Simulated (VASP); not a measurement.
A run of VASP 6.6.1 is set up as follows.

Contents of INCAR:

```
SYSTEM = Zr3ZnN2
  ALGO = Normal
  EDIFF = 1E-6
  ENCUT = 520
  GGA = PE
  ISIF = 2
  ISMEAR = 0
  LASPH = .True.
  LCHARG = .False.
  LREAL = .False.
  LWAVE = .False.
  NBANDS = 38
  NELM = 100
  PREC = Accurate
  SIGMA = 0.1
```

Contents of KPOINTS:

```
k-points
0
Gamma
  6 6 4
  0 0 0
```

Contents of POSCAR:

```
Zr3ZnN2
1.0
    5.9683373897      0.0000000034      0.0000000000
   -2.9841686978      5.1687317962      0.0000000000
    0.0000000000      0.0000000000      3.0397068786
Zr Zn N
3 1 2
Direct
    0.5000000000      0.5000000000      0.5000000000
    0.5000000000      0.0000000000      0.5000000000
    0.0000000000      0.5000000000      0.5000000000
    0.0000000000      0.0000000000      0.0000000000
    0.6666666667      0.3333333333      0.0000000000
    0.3333333333      0.6666666667      0.0000000000
```

Potentials or basis: VASP PAW PBE potentials, release 64 (Zr_sv, Zn, N).

Launch:

```sh
$ cat potpaw_PBE.64/Zr_sv/POTCAR potpaw_PBE.64/Zn/POTCAR potpaw_PBE.64/N/POTCAR > POTCAR
$ mpirun -np 1 vasp_std > vasp.out
```

(1) Estimate the pressure.

(2) What does it give for the band gap on the k mesh?

Answers

(1) 0.2 GPa.

(2) zero (band 29 reaches 8.97 eV, above the bottom of band 30 at 7.25 eV).

Caveat: the k points lie up to 0.52 Å⁻¹ apart.
